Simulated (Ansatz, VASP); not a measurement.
# Two plane-wave programs on Ge

```
CELL_PARAMETERS angstrom
3.01002 0.00000 0.00000
-1.50501 2.60676 0.00000
0.00000 0.00000 4.67765
ATOMIC_POSITIONS crystal
Ge 0.33333 0.66667 0.25000
Ge 0.66667 0.33333 0.75000
```

Alike in both runs: functional PBEsol; k mesh 12 × 12 × 7; occupations fermi-dirac, width 0.1 eV; no spin polarisation.

Ansatz relaxed the structure, and its values are those at the end. VASP's run is a single point on that final structure, the one shown.

|  | VASP | Ansatz |
| --- | --- | --- |
| version | VASP 6.6.1 | Ansatz 0.2.0 |
| potentials or method | VASP PAW PBE potentials, release 64 (Ge_d), cutoff 520 eV | plane waves (420 eV) with PAW, scalar-relativistic |
| valence electrons in the cell | 28 | 28 |

|  | VASP | Ansatz | Ansatz less VASP |
| --- | --- | --- | --- |
| pressure (GPa) | 0.1 | 0.0 | -0.07 |

VASP's potentials were made for PBE, not for PBEsol, and Ansatz warns of the same on its side. With one functional, cell and mesh, what is left measures potentials, basis and numerics.
